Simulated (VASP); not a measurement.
# Nb (Im-3m) in VASP: notebook

Runs on Nb. Level: r2SCAN. Tasks: single point, relaxation of cell and atoms.

Everything below comes from runs of VASP 6.6.1. Logs are shortened: lines on timing, memory, paths and dates and some standing lists are left out, and cuts for length are marked.

## Step 1: The cell of the first run

It takes space group Im-3m (No. 229, cubic). Conventional cell: a = 3.309 Å, b = 3.309 Å, c = 3.309 Å, α = 90.00°, β = 90.00°, γ = 90.00°. Within 3.8 Å of Nb (site symmetry m-3m) lie 14 Nb at 2.87 to 3.31 Å.

## Step 2: Single point, r2SCAN

POSCAR

```
Nb
1.0
   -1.6546003009      1.6546003009      1.6546003009
    1.6546003009     -1.6546003009      1.6546003009
    1.6546003009      1.6546003009     -1.6546003009
Nb
1
Direct
    0.0000000000      0.0000000000      0.0000000000
```

INCAR.step1

```
PREC     = Accurate       # precision mode
ENCUT    = 550            # plane-wave cutoff, eV
ISMEAR   = 1              # smearing method
SIGMA    = 0.05           # smearing width, eV
LREAL    = F              # projectors in reciprocal space
LASPH    = T              # aspherical terms in the spheres
NELM     = 120            # most SCF steps
NBANDS   = 12             # bands
GGA      = PE             # functional
ALGO     = Normal         # electronic algorithm
EDIFF    = 1E-5           # SCF threshold, eV
LWAVE    = T              # write WAVECAR
LCHARG   = F              # write CHGCAR
GGA_COMPAT= F
```

INCAR.step2

```
PREC     = Accurate       # precision mode
ENCUT    = 550            # plane-wave cutoff, eV
EDIFF    = 1E-6           # SCF threshold, eV
ISMEAR   = 1              # smearing method
SIGMA    = 0.05           # smearing width, eV
LREAL    = F              # projectors in reciprocal space
LASPH    = T              # aspherical terms in the spheres
NELM     = 120            # most SCF steps
ALGO     = Normal         # electronic algorithm
ISIF     = 2              # what is computed and relaxed
LWAVE    = F              # write WAVECAR
LCHARG   = F              # write CHGCAR
METAGGA  = R2SCAN         # meta-GGA
LMIXTAU  = T            
NBANDS   = 12             # bands
ISTART   = 1            
GGA_COMPAT= F
```

KPOINTS

```
regular mesh
0
Gamma
  11 11 11
```

Potentials or basis: VASP PAW PBE potentials, release 64 (Nb_sv).

Started as:

```
$ cat potpaw_PBE.64/Nb_sv/POTCAR > POTCAR
$ cp INCAR.step1 INCAR
$ mpirun -np 1 vasp_std > vasp.out
$ cp INCAR.step2 INCAR
$ mpirun -np 1 vasp_std > vasp.out
```

OUTCAR:

```text
PREC = Accurate
   ENCUT = 550
   EDIFF = 1E-6
   ISMEAR = 1
   LREAL = F
   LASPH = T
   NELM = 120
   ISIF = 2
   METAGGA = R2SCAN
   ISTART = 1

 ion  position               nearest neighbor table
   1  0.000  0.000  0.000-

  LATTYP: Found a body centered cubic cell.
 ALAT       =     3.3092006018

  Lattice vectors:

 A1 = (  -1.6546003009,   1.6546003009,   1.6546003009)
 A2 = (   1.6546003009,  -1.6546003009,   1.6546003009)
 A3 = (   1.6546003009,   1.6546003009,  -1.6546003009)

Analysis of symmetry for initial positions (statically):
=====================================================================
 Subroutine PRICEL returns:
 Original cell was already a primitive cell.

 Routine SETGRP: Setting up the symmetry group for a
 body centered cubic supercell.

 Subroutine GETGRP returns: Found 48 space group operations
 (whereof 48 operations were pure point group operations)
 out of a pool of 48 trial point group operations.

The static configuration has the point symmetry O_h .

Analysis of symmetry for dynamics (positions and initial velocities):
=====================================================================
 Subroutine PRICEL returns:
 Original cell was already a primitive cell.

 Routine SETGRP: Setting up the symmetry group for a
 body centered cubic supercell.

 Subroutine GETGRP returns: Found 48 space group operations
 (whereof 48 operations were pure point group operations)
 out of a pool of 48 trial point group operations.

The dynamic configuration has the point symmetry O_h .

 Subroutine INISYM returns: Found 48 space group operations
 (whereof 48 operations are pure point group operations),
 and found     1 'primitive' translations

----------------------------------------------------------------------------------------

                                     Primitive cell

  volume of cell :      18.1192

  direct lattice vectors                    reciprocal lattice vectors
    -1.654600301  1.654600301  1.654600301     0.000000000  0.302187785  0.302187785
     1.654600301 -1.654600301  1.654600301     0.302187785  0.000000000  0.302187785
     1.654600301  1.654600301 -1.654600301     0.302187785  0.302187785  0.000000000

  length of vectors
     2.865851787  2.865851787  2.865851787     0.427358064  0.427358064  0.427358064

  position of ions in fractional coordinates (direct lattice)
[... 83 lines left out ...]
   ISIF   =      2    stress and relaxation
   ISYM   =      2    0-nonsym 1-usesym 2-fastsym
   POTIM  = 0.5000    time-step for ionic-motion
   TEBEG  =    0.0;   TEEND  =   0.0 temperature during run
   PSTRESS=    0.0 pullay stress
   NELECT =      13.0000    total number of electrons
   NUPDOWN=      -1.0000    fix difference up-down
   EMIN   =  10.00;   EMAX   =-10.00  energy-range for DOS
   EFERMI =   0.00;   METHOD = LEGACY
   ISMEAR =     1;   SIGMA  =   0.05  broadening in eV -4-tet -1-fermi 0-gaus
   EFERMI_NEDOS =   21; number of points for ismear=-14 and -15
   IALGO  =     38    algorithm
   IMIX   =      4    mixing-type and parameters
     AMIX     =   0.40;   BMIX     =  1.00
     AMIX_MAG =   1.60;   BMIX_MAG =  1.00
  volume/ion in A,a.u.               =      18.12       122.27
  Fermi-wavevector in a.u.,A,eV,Ry     =   1.465580  2.769545 29.224289  2.147925
  Thomas-Fermi vector in A             =   2.581420
   LORBIT       =      0    0 simple, 1 ext, 2 COOP (PROOUT), +10 PAW based schemes
   METAGGA = R2SCAN    functional components
   LHFCALC =     F    Hartree Fock is set to
   AEXX    =    0.0000 exact exchange contribution
   IVDW    =     0    specifies the selected vdW correction
   LEPSILON=     F    determine dielectric tensor
   LRPA    =     F    only Hartree local field effects (RPA)
 non-spin polarized calculation
 Methfessel and Paxton  Order N= 1 SIGMA  =   0.05
  energy-cutoff  :      550.00
  volume of cell :       18.12
 maximum number of plane-waves:       555
 NGX is ok and might be reduce to    24
   NGX = 11   NGY = 11   NGZ = 11

 number of electron      13.0000000 magnetization

 Free energy of the ion-electron system (eV)
  ---------------------------------------------------
  ext. energy  EPLUGINS =         0.00000000
  ---------------------------------------------------
  free energy    TOTEN  =       -24.83566074 eV

  energy without entropy =      -24.83526613  energy(sigma->0) =      -24.83552920

 E-fermi :  10.9994     XC(G=0): -13.5949

 val. band max:       10.9961568274   @ k =  -0.3636   0.3636   0.1818
 cond. band min:      11.0325982426   @ k =  -0.1818   0.1818   0.0909
 fundamental gap:      0.0364414152
 Fermi energy:        10.9993689836

 k-point     1 :       0.0000    0.0000    0.0000
  band No.  band energies     occupation
      1     -45.1301      2.00000
      2     -19.6805      2.00000
      3     -19.6805      2.00000
      4     -19.6805      2.00000
      5       4.7705      2.00000
      6      11.4891     -0.00000
      7      11.4891     -0.00000
      8      11.4891     -0.00000
      9      14.5924      0.00000
     10      14.5924      0.00000
     11      25.9110      0.00000
     12      25.9110      0.00000
[... 331 lines left out ...]
 k-point    24 :       0.3636    0.1818    0.0909
  band No.  band energies     occupation
      1     -44.8534      2.00000
      2     -20.8531      2.00000
      3     -20.3228      2.00000
      4     -19.9167      2.00000
      5       8.5391      2.00000
      6       9.4045      2.00000
      7      11.2966     -0.00000
      8      14.9778      0.00000
      9      15.4082      0.00000
     10      20.4018      0.00000
     11      22.1367      0.00000
     12      24.2612      0.00000

 [... further k-points ...]

------------------------ aborting loop because EDIFF is reached ----------------------------------------

  FORCE on cell =-STRESS in cart. coord.  units (eV):
  Direction    XX          YY          ZZ          XY          YZ          ZX
  --------------------------------------------------------------------------------------
  -------------------------------------------------------------------------------------
  Total       -0.0313074     -0.0313074     -0.0313074      0.0000000     -0.0000000      0.0000000
  in kB       -2.7683292     -2.7683292     -2.7683292      0.0000000     -0.0000000      0.0000000
  external PRESSURE =      -2.7683292 kB  Pullay stress =       0.0000000 kB

 VOLUME and BASIS-vectors are now :
 -----------------------------------------------------------------------------
  energy-cutoff  :      550.00
  volume of cell :       18.12
      direct lattice vectors                 reciprocal lattice vectors
    -1.654600301  1.654600301  1.654600301     0.000000000  0.302187785  0.302187785
     1.654600301 -1.654600301  1.654600301     0.302187785  0.000000000  0.302187785
     1.654600301  1.654600301 -1.654600301     0.302187785  0.302187785  0.000000000

 POSITION                                       TOTAL-FORCE (eV/Angst)
 -----------------------------------------------------------------------------------
      0.00000      0.00000      0.00000        -0.000000      0.000000     -0.000000
 -----------------------------------------------------------------------------------
    total drift:                                0.000000      0.000000      0.000000

  FREE ENERGIE OF THE ION-ELECTRON SYSTEM (eV)
  ---------------------------------------------------
  free  energy   TOTEN  =       -24.8356607366 eV

  energy  without entropy=      -24.8352661271  energy(sigma->0) =      -24.83552920
```

OUTCAR.step1:

```text
PREC = Accurate
   ENCUT = 550
   ISMEAR = 1
   LREAL = F
   LASPH = T
[... 576 lines left out ...]

 POSITION                                       TOTAL-FORCE (eV/Angst)
 -----------------------------------------------------------------------------------
      0.00000      0.00000      0.00000         0.000000     -0.000000      0.000000
 -----------------------------------------------------------------------------------
    total drift:                               -0.000000      0.000000      0.000000

  FREE ENERGIE OF THE ION-ELECTRON SYSTEM (eV)
  ---------------------------------------------------
  free  energy   TOTEN  =       -10.2067976461 eV

  energy  without entropy=      -10.2063707919  energy(sigma->0) =      -10.20665536
```

OSZICAR.step1:

```text
N       E                     dE             d eps       ncg     rms          rms(c)
DAV:   1     0.120295280564E+03    0.12030E+03   -0.75859E+03  1352   0.113E+03
DAV:   2    -0.555779451258E+01   -0.12585E+03   -0.12169E+03  1420   0.397E+02
DAV:   3    -0.103355471488E+02   -0.47778E+01   -0.45303E+01  1892   0.679E+01
DAV:   4    -0.106317909367E+02   -0.29624E+00   -0.29276E+00  1908   0.153E+01
DAV:   5    -0.106439537639E+02   -0.12163E-01   -0.12160E-01  1880   0.259E+00    0.703E+00
DAV:   6    -0.102455123359E+02    0.39844E+00   -0.60666E-01  2156   0.999E+00    0.246E+00
DAV:   7    -0.102012078046E+02    0.44305E-01   -0.17661E-01  2208   0.537E+00    0.979E-01
DAV:   8    -0.102067326456E+02   -0.55248E-02   -0.14003E-02  1600   0.161E+00    0.739E-02
DAV:   9    -0.102067844941E+02   -0.51848E-04   -0.90020E-04  1884   0.209E-01    0.495E-02
DAV:  10    -0.102068042651E+02   -0.19771E-04   -0.33445E-05  1652   0.711E-02    0.185E-02
DAV:  11    -0.102067976461E+02    0.66190E-05   -0.54198E-06  1024   0.439E-02
   1 F= -.10206798E+02 E0= -.10206655E+02  d E =-.426854E-03
```

Wall time 27 s (1 thread of Intel Xeon Platinum 8375C at 2.90GHz (Ice Lake), shared host); peak memory 0.15 GiB.

What came out:

```
Free energy            : -24.8357 eV
Pressure               : -0.3 GPa
Band gap on the k mesh : zero (an odd number of electrons rules out a gap without spin polarisation)
```

Caveat: the PAW data sets were made with another functional, which shifts forces and pressure a little.

[end of part 1 of 2]
